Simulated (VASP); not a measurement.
# NaRuS3 in VASP: notebook

NaRuS3 is run at these levels: PBE; tasks: single point, relaxation of cell and atoms.

Everything below comes from runs of VASP 6.6.1. Logs are shortened: lines on timing, memory, paths and dates and some standing lists are left out, and cuts for length are marked.

### Step 1. The cell of the first run

The typed cell holds 5 atoms: a = 4.682 Å, b = 4.682 Å, c = 4.689 Å, α = 90.00°, β = 90.00°, γ = 90.00°.

### Step 2. Single point, PBE

File INCAR:

```
  PREC = Accurate
  ENCUT = 520
  EDIFF = 1E-6
  ISMEAR = 0
  SIGMA = 0.1
  LREAL = F
  LASPH = T
  NELM = 60
  ALGO = Normal
  ISIF = 2
  LWAVE = F
  LCHARG = F
  GGA = PE
  NBANDS = 28
```

File KPOINTS:

```
Automatic mesh
0
Gamma
  4 4 4
```

File POSCAR:

```
NaRuS3
1.0
    4.6818376466      0.0000000000      0.0000000000
    0.0000000000      4.6818376466      0.0000000000
    0.0000000000      0.0000000000      4.6894287397
Na Ru S
1 1 3
Direct
    0.0000000000      0.0000000000      0.0000000000
    0.5000000000      0.5000000000      0.5000000000
    0.5000000000      0.5000000000      0.0000000000
    0.5000000000      0.0000000000      0.5000000000
    0.0000000000      0.5000000000      0.5000000000
```

Potentials or basis: VASP PAW PBE potentials, release 64 (Na_pv, Ru_pv, S).

Started as:

```console
$ cat potpaw_PBE.64/Na_pv/POTCAR potpaw_PBE.64/Ru_pv/POTCAR potpaw_PBE.64/S/POTCAR > POTCAR
$ mpirun -np 1 vasp_std > vasp.out
```

OUTCAR:

```text
PREC = Accurate
   ENCUT = 520
   EDIFF = 1E-6
   ISMEAR = 0
   LREAL = F
   LASPH = T
   NELM = 60
   ISIF = 2
   GGA = PE

 ion  position               nearest neighbor table
   1  0.000  0.000  0.000-
   2  0.500  0.500  0.500-   4 2.34   5 2.34   4 2.34   5 2.34   3 2.34   3 2.34
   3  0.500  0.500  0.000-   2 2.34   2 2.34
   4  0.500  0.000  0.500-   2 2.34   2 2.34
   5  0.000  0.500  0.500-   2 2.34   2 2.34

  LATTYP: Found a simple tetragonal cell.
 ALAT       =     4.6818376466
 C/A-ratio  =     1.0016213918

  Lattice vectors:

 A1 = (   4.6818376466,   0.0000000000,   0.0000000000)
 A2 = (   0.0000000000,   4.6818376466,   0.0000000000)
 A3 = (   0.0000000000,   0.0000000000,   4.6894287397)

Analysis of symmetry for initial positions (statically):
=====================================================================
 Subroutine PRICEL returns:
 Original cell was already a primitive cell.

 Routine SETGRP: Setting up the symmetry group for a
 simple tetragonal supercell.

 Subroutine GETGRP returns: Found 16 space group operations
 (whereof 16 operations were pure point group operations)
 out of a pool of 16 trial point group operations.

The static configuration has the point symmetry D_4h.

Analysis of symmetry for dynamics (positions and initial velocities):
=====================================================================
 Subroutine PRICEL returns:
 Original cell was already a primitive cell.

 Routine SETGRP: Setting up the symmetry group for a
 simple tetragonal supercell.

 Subroutine GETGRP returns: Found 16 space group operations
 (whereof 16 operations were pure point group operations)
 out of a pool of 16 trial point group operations.

The dynamic configuration has the point symmetry D_4h.

 Subroutine INISYM returns: Found 16 space group operations
 (whereof 16 operations are pure point group operations),
 and found     1 'primitive' translations

----------------------------------------------------------------------------------------

                                     Primitive cell

  volume of cell :     102.7904

  direct lattice vectors                    reciprocal lattice vectors
     4.681837647  0.000000000  0.000000000     0.213591345  0.000000000  0.000000000
     0.000000000  4.681837647  0.000000000     0.000000000  0.213591345  0.000000000
     0.000000000  0.000000000  4.689428740     0.000000000  0.000000000  0.213245590

  length of vectors
     4.681837647  4.681837647  4.689428740     0.213591345  0.213591345  0.213245590

  position of ions in fractional coordinates (direct lattice)
     0.000000000  0.000000000  0.000000000
     0.500000000  0.500000000  0.500000000
     0.500000000  0.500000000  0.000000000
     0.500000000  0.000000000  0.500000000
     0.000000000  0.500000000  0.500000000

  ion indices of the primitive-cell ions
   primitive index   ion index
                 1           1
                 2           2
                 3           3
                 4           4
                 5           5

----------------------------------------------------------------------------------------

 KPOINTS: Automatic mesh

Automatic generation of k-mesh.
 Grid dimensions read from file:
 generate k-points for:    4    4    4

 Generating k-lattice:

  Cartesian coordinates                     Fractional coordinates (reciprocal lattice)
     0.053397836  0.000000000  0.000000000     0.250000000  0.000000000  0.000000000
     0.000000000  0.053397836  0.000000000     0.000000000  0.250000000  0.000000000
     0.000000000  0.000000000  0.053311398     0.000000000  0.000000000  0.250000000

  Length of vectors
     0.053397836  0.053397836  0.053311398

  Shift w.r.t. Gamma in fractional coordinates (k-lattice)
     0.000000000  0.000000000  0.000000000

 Subroutine IBZKPT returns following result:
 ===========================================

 Found     18 irreducible k-points:

 Following reciprocal coordinates:
            Coordinates               Weight
  0.000000  0.000000  0.000000      1.000000
  0.250000  0.000000  0.000000      4.000000
  0.500000  0.000000  0.000000      2.000000
  0.250000  0.250000  0.000000      4.000000
  0.500000  0.250000  0.000000      4.000000
  0.500000  0.500000  0.000000      1.000000
[... 10 lines left out ...]
  0.500000  0.250000  0.500000      4.000000
  0.500000  0.500000  0.500000      1.000000
   k-points           NKPTS =     18   k-points in BZ     NKDIM =     18   number of bands    NBANDS=     28
   number of dos      NEDOS =    301   number of ions     NIONS =      5
   total plane-waves  NPLWV =  46656
   dimension x,y,z NGX =    36 NGY =   36 NGZ =   36
   dimension x,y,z NGXF=    72 NGYF=   72 NGZF=   72
   ions per type =               1   1   3
   NGX,Y,Z   is equivalent  to a cutoff of  12.78, 12.78, 12.76 a.u.
   NGXF,Y,Z  is equivalent  to a cutoff of  25.57, 25.57, 25.52 a.u.
 SYSTEM =  unknown system
   PREC   = accura    normal or accurate (medium, high low for compatibility)
   ISTART =      0    job   : 0-new  1-cont  2-samecut
   ICHARG =      2    charge: 1-file 2-atom 10-const
   ISPIN  =      1    spin polarized calculation?
   LNONCOLLINEAR =      F non collinear calculations
   LSORBIT =      F    spin-orbit coupling
   LASPH  =      T    aspherical Exc in radial PAW
   ENCUT  =  520.0 eV  38.22 Ry    6.18 a.u.   8.71  8.71  8.72*2*pi/ulx,y,z
   NELM   =     60;   NELMIN=  2; NELMDL= -5     # of ELM steps
   EDIFF  = 0.1E-05   stopping-criterion for ELM
   LREAL  =      F    real-space projection
   EDIFFG = 0.1E-04   stopping-criterion for IOM
   NSW    =      0    number of steps for IOM
   IBRION =     -1    ionic relax: 0-MD 1-quasi-New 2-CG
   NFREE  =      0    steps in history (QN), initial steepest desc. (CG)
   ISIF   =      2    stress and relaxation
   ISYM   =      2    0-nonsym 1-usesym 2-fastsym
   POTIM  = 0.5000    time-step for ionic-motion
   TEBEG  =    0.0;   TEEND  =   0.0 temperature during run
   PSTRESS=    0.0 pullay stress
   NELECT =      39.0000    total number of electrons
   NUPDOWN=      -1.0000    fix difference up-down
   EMIN   =  10.00;   EMAX   =-10.00  energy-range for DOS
   EFERMI =   0.00;   METHOD = LEGACY
   ISMEAR =     0;   SIGMA  =   0.10  broadening in eV -4-tet -1-fermi 0-gaus
   EFERMI_NEDOS =   21; number of points for ismear=-14 and -15
   IALGO  =     38    algorithm
   IMIX   =      4    mixing-type and parameters
     AMIX     =   0.40;   BMIX     =  1.00
     AMIX_MAG =   1.60;   BMIX_MAG =  1.00
  volume/ion in A,a.u.               =      20.56       138.73
  Fermi-wavevector in a.u.,A,eV,Ry     =   1.185165  2.239637 19.110962  1.404616
  Thomas-Fermi vector in A             =   2.321364
   LORBIT       =      0    0 simple, 1 ext, 2 COOP (PROOUT), +10 PAW based schemes
   GGA     = PE    functional components
   LHFCALC =     F    Hartree Fock is set to
   AEXX    =    0.0000 exact exchange contribution
   IVDW    =     0    specifies the selected vdW correction
   LEPSILON=     F    determine dielectric tensor
   LRPA    =     F    only Hartree local field effects (RPA)
 non-spin polarized calculation
 Gauss-broadening in eV      SIGMA  =   0.10
  energy-cutoff  :      520.00
  volume of cell :      102.79
 maximum number of plane-waves:      2800
 NGX is ok and might be reduce to    36
   NGX = 17   NGY = 17   NGZ = 17

 number of electron      39.0000019 magnetization

 Free energy of the ion-electron system (eV)
  ---------------------------------------------------
  ext. energy  EPLUGINS =         0.00000000
  ---------------------------------------------------
  free energy    TOTEN  =       -23.05465838 eV

  energy without entropy =      -23.01630084  energy(sigma->0) =      -23.03547961

 E-fermi :   4.0635     XC(G=0):  -9.4806

 val. band max:        4.0235305346   @ k =   0.5000   0.2500   0.0000
 cond. band min:       4.0781254369   @ k =   0.2500   0.0000   0.2500
 fundamental gap:      0.0545949023
 Fermi energy:         4.0634756385

 k-point     1 :       0.0000    0.0000    0.0000
  band No.  band energies     occupation
      1     -39.2953      2.00000
      2     -39.2953      2.00000
      3     -39.2897      2.00000
      4     -19.5219      2.00000
      5     -19.5216      2.00000
      6     -19.5216      2.00000
[... 20 lines left out ...]
     27      10.4160      0.00000
     28      12.7523      0.00000

 k-point     2 :       0.2500    0.0000    0.0000
  band No.  band energies     occupation
      1     -39.2966      2.00000
      2     -39.2953      2.00000
      3     -39.2897      2.00000
      4     -19.5226      2.00000
      5     -19.5218      2.00000
      6     -19.5215      2.00000
[... 20 lines left out ...]
     27      11.5129      0.00000
     28      12.3494      0.00000

 k-point     3 :       0.5000    0.0000    0.0000
  band No.  band energies     occupation
      1     -39.2979      2.00000
      2     -39.2953      2.00000
      3     -39.2897      2.00000
      4     -19.5236      2.00000
      5     -19.5218      2.00000
      6     -19.5214      2.00000
[... 20 lines left out ...]
     27      12.1848      0.00000
     28      13.2161      0.00000

 k-point     4 :       0.2500    0.2500    0.0000
  band No.  band energies     occupation
      1     -39.2966      2.00000
      2     -39.2966      2.00000
      3     -39.2897      2.00000
      4     -19.5225      2.00000
      5     -19.5224      2.00000
      6     -19.5218      2.00000
[... 20 lines left out ...]
     27      11.4436      0.00000
     28      11.8176      0.00000

 k-point     5 :       0.5000    0.2500    0.0000
  band No.  band energies     occupation
      1     -39.2979      2.00000
      2     -39.2966      2.00000
      3     -39.2897      2.00000
      4     -19.5234      2.00000
      5     -19.5223      2.00000
      6     -19.5217      2.00000
[... 20 lines left out ...]
     27      11.8476      0.00000
     28      13.0596      0.00000

 k-point     6 :       0.5000    0.5000    0.0000
  band No.  band energies     occupation
      1     -39.2979      2.00000
      2     -39.2979      2.00000
      3     -39.2897      2.00000
      4     -19.5232      2.00000
      5     -19.5232      2.00000
      6     -19.5216      2.00000
[... 277 lines left out ...]
      5     -19.5232      2.00000
      6     -19.5212      2.00000
[... 20 lines left out ...]
     27      11.8635      0.00000
     28      12.1456      0.00000

 k-point    16 :       0.2500    0.2500    0.5000
  band No.  band energies     occupation
      1     -39.2966      2.00000
      2     -39.2966      2.00000
      3     -39.2922      2.00000
      4     -19.5236      2.00000
      5     -19.5222      2.00000
      6     -19.5221      2.00000
[... 20 lines left out ...]
     27      12.6126      0.00000
     28      13.0072      0.00000

 k-point    17 :       0.5000    0.2500    0.5000
  band No.  band energies     occupation
      1     -39.2979      2.00000
      2     -39.2965      2.00000
      3     -39.2922      2.00000
      4     -19.5234      2.00000
      5     -19.5230      2.00000
      6     -19.5220      2.00000
[... 20 lines left out ...]
     27      12.2028      0.00000
     28      12.6495      0.00000

 k-point    18 :       0.5000    0.5000    0.5000
  band No.  band energies     occupation
      1     -39.2979      2.00000
      2     -39.2979      2.00000
      3     -39.2922      2.00000
      4     -19.5232      2.00000
      5     -19.5229      2.00000
      6     -19.5229      2.00000
[... 20 lines left out ...]
     27      11.0101      0.00000
     28      13.7653      0.00000

------------------------ aborting loop because EDIFF is reached ----------------------------------------

  FORCE on cell =-STRESS in cart. coord.  units (eV):
  Direction    XX          YY          ZZ          XY          YZ          ZX
  --------------------------------------------------------------------------------------
  -------------------------------------------------------------------------------------
  Total       -0.0790446     -0.0790446     -0.1300586      0.0000000     -0.0000000     -0.0000000
  in kB       -1.2320553     -1.2320553     -2.0272012      0.0000000     -0.0000000     -0.0000000
  external PRESSURE =      -1.4971039 kB  Pullay stress =       0.0000000 kB

 VOLUME and BASIS-vectors are now :
 -----------------------------------------------------------------------------
  energy-cutoff  :      520.00
  volume of cell :      102.79
      direct lattice vectors                 reciprocal lattice vectors
     4.681837647  0.000000000  0.000000000     0.213591345  0.000000000  0.000000000
     0.000000000  4.681837647  0.000000000     0.000000000  0.213591345  0.000000000
     0.000000000  0.000000000  4.689428740     0.000000000  0.000000000  0.213245590

 POSITION                                       TOTAL-FORCE (eV/Angst)
 -----------------------------------------------------------------------------------
      0.00000      0.00000      0.00000         0.000000      0.000000      0.000000
      2.34092      2.34092      2.34471         0.000000      0.000000      0.000000
      2.34092      2.34092      0.00000         0.000000      0.000000      0.000000
      2.34092      0.00000      2.34471         0.000000      0.000000      0.000000
      0.00000      2.34092      2.34471         0.000000      0.000000      0.000000
 -----------------------------------------------------------------------------------
    total drift:                                0.000000      0.000000      0.000000

  FREE ENERGIE OF THE ION-ELECTRON SYSTEM (eV)
  ---------------------------------------------------
  free  energy   TOTEN  =       -23.0546583765 eV

  energy  without entropy=      -23.0163008447  energy(sigma->0) =      -23.03547961
```

Wall time 26 s (1 thread of Intel Xeon 6975P-C (Granite Rapids), shared host); peak memory 0.22 GiB.

Results:

```
Free energy            : -23.0547 eV
Pressure               : -0.1 GPa
Band gap on the k mesh : zero (an odd number of electrons rules out a gap without spin polarisation)
```

Stress tensor (GPa, compression positive):
```
-0.12  0.00  0.00
 0.00 -0.12  0.00
 0.00  0.00 -0.20
```

(Continued in part 2 of 3.)

The gap in the log of VASP goes by the Fermi energy; the results here count the filled bands.